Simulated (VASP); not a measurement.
# Rh (Fm-3m) in VASP: further runs

Rh is run at these levels: PBE; tasks: single point.

All numbers are computed with VASP 6.6.1; they aren't measurements. Logs are shortened: lines on timing, memory, paths and dates and some standing lists are left out, and cuts for length are marked.

### Step 1. The cell of the first run

Symmetry: Fm-3m, No. 225, cubic system. The conventional cell has a = 3.978 Å, b = 3.978 Å, c = 3.978 Å, α = 90.00°, β = 90.00°, γ = 90.00°. Within 3.7 Å of Rh (site symmetry m-3m) lie 12 Rh at 2.81 Å.

### Step 2. Single point, PBE, collinear spin, ferromagnetic start (15.73 Å³/atom)

Contents of INCAR:

```
PREC = Accurate ; ENCUT = 520
EDIFF = 1E-6 ; ISMEAR = 0
SIGMA = 0.15 ; LREAL = F
LASPH = T ; NELM = 150
ALGO = Normal ; ISIF = 2
LWAVE = F ; LCHARG = F
ISPIN = 2 ; MAGMOM = 0.625
LORBIT = 11 ; NUPDOWN = 0.625
LMAXMIX = 4 ; GGA = PE
NBANDS = 18
```

Contents of KPOINTS:

```
regular mesh
0
Gamma
  22 22 22
```

Contents of POSCAR:

```
Rh
1.0
    0.0000000000      1.9887703994      1.9887703994
    1.9887703994      0.0000000000      1.9887703994
    1.9887703994      1.9887703994      0.0000000000
Rh
1
Direct
    0.0000000000      0.0000000000      0.0000000000
```

Potentials or basis: VASP PAW PBE potentials, release 64 (Rh_pv).

Launch:

```bash
$ cat potpaw_PBE.64/Rh_pv/POTCAR > POTCAR
$ mpirun -np 1 vasp_std > vasp.out
```

OUTCAR:

```text
PREC = Accurate
   ENCUT = 520
   EDIFF = 1E-6
   ISMEAR = 0
   LREAL = F
   LASPH = T
   NELM = 150
   ISIF = 2
   ISPIN = 2
   LORBIT = 11
   NUPDOWN = 0.625
   GGA = PE

 ion  position               nearest neighbor table
   1  0.000  0.000  0.000-

  LATTYP: Found a face centered cubic cell.
 ALAT       =     3.9775407988

  Lattice vectors:

 A1 = (   0.0000000000,   1.9887703994,   1.9887703994)
 A2 = (   1.9887703994,   0.0000000000,   1.9887703994)
 A3 = (   1.9887703994,   1.9887703994,   0.0000000000)

Analysis of symmetry for initial positions (statically):
=====================================================================
 Subroutine PRICEL returns:
 Original cell was already a primitive cell.

 Routine SETGRP: Setting up the symmetry group for a
 face centered cubic supercell.

 Subroutine GETGRP returns: Found 48 space group operations
 (whereof 48 operations were pure point group operations)
 out of a pool of 48 trial point group operations.

The static configuration has the point symmetry O_h .

Analysis of symmetry for dynamics (positions and initial velocities):
=====================================================================
 Subroutine PRICEL returns:
 Original cell was already a primitive cell.

 Routine SETGRP: Setting up the symmetry group for a
 face centered cubic supercell.

 Subroutine GETGRP returns: Found 48 space group operations
 (whereof 48 operations were pure point group operations)
 out of a pool of 48 trial point group operations.

The dynamic configuration has the point symmetry O_h .

Analysis of structural, dynamic, and magnetic symmetry:
=====================================================================
 Subroutine PRICEL returns:
 Original cell was already a primitive cell.

 Routine SETGRP: Setting up the symmetry group for a
 face centered cubic supercell.

 Subroutine GETGRP returns: Found 48 space group operations
 (whereof 48 operations were pure point group operations)
 out of a pool of 48 trial point group operations.

The overall configuration has the point symmetry O_h .

 Subroutine INISYM returns: Found 48 space group operations
 (whereof 48 operations are pure point group operations),
 and found     1 'primitive' translations

----------------------------------------------------------------------------------------

                                     Primitive cell

  volume of cell :      15.7320

  direct lattice vectors                    reciprocal lattice vectors
     0.000000000  1.988770399  1.988770399    -0.251411626  0.251411626  0.251411626
[... 100 lines left out ...]
   EFERMI_NEDOS =   21; number of points for ismear=-14 and -15
   IALGO  =     38    algorithm
   IMIX   =      4    mixing-type and parameters
     AMIX     =   0.40;   BMIX     =  1.00
     AMIX_MAG =   1.60;   BMIX_MAG =  1.00
  volume/ion in A,a.u.               =      15.73       106.16
  Fermi-wavevector in a.u.,A,eV,Ry     =   1.611303  3.044922 35.324779  2.596298
  Thomas-Fermi vector in A             =   2.706715
   LORBIT       =     11    0 simple, 1 ext, 2 COOP (PROOUT), +10 PAW based schemes
   GGA     = PE    functional components
   LHFCALC =     F    Hartree Fock is set to
   AEXX    =    0.0000 exact exchange contribution
   IVDW    =     0    specifies the selected vdW correction
   LEPSILON=     F    determine dielectric tensor
   LRPA    =     F    only Hartree local field effects (RPA)
 spin polarized calculation
 Gauss-broadening in eV      SIGMA  =   0.15
  energy-cutoff  :      520.00
  volume of cell :       15.73
 maximum number of plane-waves:       444
 NGX is ok and might be reduce to    24
   NGX = 11   NGY = 11   NGZ = 11

 number of electron      15.0000002 magnetization       0.6250000

 Free energy of the ion-electron system (eV)
  ---------------------------------------------------
  ext. energy  EPLUGINS =         0.00000000
  ---------------------------------------------------
  free energy    TOTEN  =        -7.09945456 eV

  energy without entropy =       -7.07686990  energy(sigma->0) =       -7.08816223

 E-fermi :   9.4382     XC(G=0): -13.1745

 val. band max:        9.6849815213   @ k =  -0.4545   0.2273   0.0909
 cond. band min:       9.4387064559   @ k =   0.3182   0.0455   0.0000
 fundamental gap:     -0.2462750654
 Fermi energy:         9.6890651071

 spin component 1

 k-point     1 :       0.0000    0.0000    0.0000
  band No.  band energies     occupation
      1     -36.7745      1.00000
      2     -36.7745      1.00000
      3     -36.7745      1.00000
      4       2.5656      1.00000
      5       6.9161      1.00000
      6       6.9161      1.00000
[... 493 lines left out ...]
     17      39.2863      0.00000
     18      45.0926      0.00000

 [... further k-points ...]

 spin component 2

 k-point     1 :       0.0000    0.0000    0.0000
  band No.  band energies     occupation
      1     -36.2612      1.00000
      2     -36.2612      1.00000
      3     -36.2612      1.00000
      4       2.6387      1.00000
      5       7.3366      1.00000
      6       7.3366      1.00000
[... 493 lines left out ...]
     17      39.3678      0.00000
     18      45.3445      0.00000

 [... further k-points ...]

------------------------ aborting loop because EDIFF is reached ----------------------------------------

  FORCE on cell =-STRESS in cart. coord.  units (eV):
  Direction    XX          YY          ZZ          XY          YZ          ZX
  --------------------------------------------------------------------------------------
  -------------------------------------------------------------------------------------
  Total       -1.9015605     -1.9015605     -1.9015605      0.0000000     -0.0000000      0.0000000
  in kB     -193.6585992   -193.6585992   -193.6585992      0.0000000     -0.0000000      0.0000000
  external PRESSURE =    -193.6585992 kB  Pullay stress =       0.0000000 kB

 VOLUME and BASIS-vectors are now :
 -----------------------------------------------------------------------------
  energy-cutoff  :      520.00
  volume of cell :       15.73
      direct lattice vectors                 reciprocal lattice vectors
     0.000000000  1.988770399  1.988770399    -0.251411626  0.251411626  0.251411626
     1.988770399  0.000000000  1.988770399     0.251411626 -0.251411626  0.251411626
     1.988770399  1.988770399  0.000000000     0.251411626  0.251411626 -0.251411626

 POSITION                                       TOTAL-FORCE (eV/Angst)
 -----------------------------------------------------------------------------------
      0.00000      0.00000      0.00000         0.000000      0.000000      0.000000
 -----------------------------------------------------------------------------------
    total drift:                               -0.000000     -0.000000     -0.000000

  FREE ENERGIE OF THE ION-ELECTRON SYSTEM (eV)
  ---------------------------------------------------
  free  energy   TOTEN  =        -7.0994545573 eV

  energy  without entropy=       -7.0768699026  energy(sigma->0) =       -7.08816223

 total charge

# of ion       s       p       d       tot
------------------------------------------
    1        0.360   6.221   7.000  13.581

 magnetization (x)

# of ion       s       p       d       tot
------------------------------------------
    1       -0.001  -0.001   0.629   0.627
```

stdout:

```text
POSCAR found type information on POSCAR Rh
 POSCAR found :  1 types and       1 ions
 scaLAPACK will be used
 LDA part: xc-table for (Slater+PW92), standard interpolation
 POSCAR, INCAR and KPOINTS ok, starting setup
 FFT: planning ... GRIDC
 FFT: planning ... GRID_SOFT
 FFT: planning ... GRID
 WAVECAR not read
 entering main loop
```

Run time: 100 s. Hardware: 1 thread of AMD EPYC 9R45 (Zen 5), shared host; peak memory 0.22 GiB.

Results:

```yaml
Free_energy: -7.0995 eV
Pressure: -19.4 GPa
Net_moment: 0.62 μB per cell
Site_moments: Rh +0.63 μB
Valence_electrons_inside_the_program's_atomic_spheres: Rh 13.58
```

Caveat: the cell stands under tension; the total moment is fixed, so each spin has its own Fermi level and the state may be an excited one.

### Step 3. Single point, PBE, collinear spin (15.73 Å³/atom)

Contents of INCAR:

```
ALGO = Normal ; EDIFF = 1E-7
ENCUT = 520 ; GGA = PE
ISIF = 2 ; ISMEAR = 0
ISPIN = 2 ; LASPH = True
LCHARG = True ; LELF = True
LMAXMIX = 4 ; LORBIT = 11
LREAL = False ; LVHAR = True
LWAVE = False ; MAGMOM = 0.125
NBANDS = 18 ; NELM = 150
NUPDOWN = 0.125 ; PREC = Accurate
SIGMA = 0.15
```

Contents of KPOINTS:

```
k-points
0
Gamma
  22 22 22
```

POSCAR is that of step 2.

Potentials or basis: VASP PAW PBE potentials, release 64 (Rh_pv).

Launch:

```bash
$ cat potpaw_PBE.64/Rh_pv/POTCAR > POTCAR
$ mpirun -np 1 vasp_std > vasp.out
```

It took 1.8 min on 1 thread of AMD EPYC 9R45 (Zen 5), shared host; peak memory 0.23 GiB.

The run converged. Its results:

```yaml
Free_energy: -7.1387 eV
Pressure: -21.4 GPa
Net_moment: 0.12 μB per cell
Site_moments: Rh +0.13 μB
Valence_electrons_inside_the_program's_atomic_spheres: Rh 13.58
```

Caveat: the cell stands under tension; the total moment is fixed, so each spin has its own Fermi level and the state may be an excited one.

### Step 4. Single point, PBE, collinear spin, ferromagnetic start (16.58 Å³/atom)

This run uses another cell than the first one, of 16.58 Å³/atom.

Contents of INCAR:

```
  PREC = Accurate
  ENCUT = 520
  EDIFF = 1E-6
  ISMEAR = 0
  SIGMA = 0.15
  LREAL = False
  LASPH = True
  NELM = 150
  ALGO = Normal
  ISIF = 2
  LWAVE = False
  LCHARG = False
  ISPIN = 2
  MAGMOM = 0.75
  LORBIT = 11
  NUPDOWN = 0.75
  LMAXMIX = 4
  GGA = PE
  NBANDS = 18
```

Contents of KPOINTS:

```
regular mesh
0
Gamma
  22 22 22
```

Contents of POSCAR:

```
Rh
1.0
    0.0000000000      2.0236769288      2.0236769288
    2.0236769288      0.0000000000      2.0236769288
    2.0236769288      2.0236769288      0.0000000000
Rh
1
Direct
    0.0000000000      0.0000000000      0.0000000000
```

Launch:

```bash
$ cat potpaw_PBE.64/Rh_pv/POTCAR > POTCAR
$ mpirun -np 1 vasp_std > vasp.out
```

Wall time 91 s (1 thread of AMD EPYC 9R45 (Zen 5), shared host); peak memory 0.22 GiB.

Results (log left out):

```
Free energy                                           : -6.9685 eV
Pressure                                              : -24.8 GPa
Net moment                                            : 0.75 μB per cell
Site moments                                          : Rh +0.76 μB
Valence electrons inside the program's atomic spheres : Rh 13.52
```

Caveat: the cell stands under tension; the total moment is fixed, so each spin has its own Fermi level and the state may be an excited one.

### Step 5. Overview

| spin | fixed moment (μB) | cell | pressure (GPa) | moment (μB) |
| --- | --- | --- | --- | --- |
| collinear, ferromagnetic start | 0.625 | a = 2.813 Å, angles 60.0°, 1 atom | -19.4 | 0.62 |
| collinear | 0.125 | a = 2.813 Å, angles 60.0°, 1 atom | -21.4 | 0.12 |
| collinear, ferromagnetic start | 0.75 | a = 2.862 Å, angles 60.0°, 1 atom | -24.8 | 0.75 |

Alike in all rows: task single point; level PBE; potentials or basis VASP PAW PBE potentials, release 64 (Rh_pv); k mesh 22 × 22 × 22; cutoff (eV) 520; smearing gaussian 0.15 eV.

Caveats: the cell stands under tension; the total moment is fixed, so each spin has its own Fermi level and the state may be an excited one.

Total energies depend on the potentials used, so only differences within one code and one set of settings carry meaning.
